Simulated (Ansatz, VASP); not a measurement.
# HgTe: VASP beside Ansatz

Contents of INCAR:

```
ALGO = Normal
EDIFF = 1E-7
ENCUT = 520
GGA = PE
ISIF = 2
ISMEAR = -1
LASPH = True
LCHARG = True
LELF = True
LREAL = False
LVHAR = True
LWAVE = False
NBANDS = 16
NELM = 100
PREC = Accurate
SIGMA = 0.05
```

The input KPOINTS:

```
k-points
0
Gamma
  10 10 10
```

Contents of POSCAR:

```
HgTe
1.0
   -3.0856813198      3.0856813198      1.5799309059
    3.0856813198     -3.0856813198      1.5799309059
    3.0856813198      3.0856813198     -1.5799309059
Hg Te
1 1
Direct
    0.7500000000      0.2500000000      0.5000000000
    0.0000000000      0.0000000000      0.0000000000
```

input.yaml

```yaml
crystal:
  lattice:
    - [-3.0856813198, 3.0856813198, 1.5799309059]
    - [3.0856813198, -3.0856813198, 1.5799309059]
    - [3.0856813198, 3.0856813198, -1.5799309059]
  atoms:
    - { symbol: Hg, position: [0.75, 0.25, 0.5] }
    - { symbol: Te, position: [0.0, 0.0, 0.0] }
kpoints:
  mp_grid: { grid: [10, 10, 10] }
scf:
  occupations: { method: fermi_dirac, width: 0.05 }
hamiltonian:
  xc: pbe
  pseudopotentials: { kind: all_electron, lapw: { basis_error: 0.0005 } }
output:
  forces: true
  stress: true
  eigenvalues: true
```

Change from the starting cell: volume scaled by 1.04.

Alike in both runs: task single point; functional PBE; k mesh 10 × 10 × 10; occupations fermi-dirac, width 0.05 eV; no spin polarisation.

|  | VASP | Ansatz |
| --- | --- | --- |
| version | VASP 6.6.1 | Ansatz 0.2.0 |
| potentials or method | VASP PAW PBE potentials, release 64 (Hg, Te), cutoff 520 eV | all-electron LAPW, scalar-relativistic |

|  | VASP | Ansatz | Ansatz less VASP |
| --- | --- | --- | --- |
| gap on the k mesh at the Fermi level (eV) | none | none | - |
| pressure (GPa) | -1.4 | -1.5 | -0.05 |
| traceless stress, the component that is largest in VASP (GPa) | 2.51 | 2.52 | +0.009 |

A gap of «none» marks a metal or a gap that the smearing closes. Ansatz ran all-electron here, and VASP with PAW potentials.

Spin-orbit coupling is off throughout.
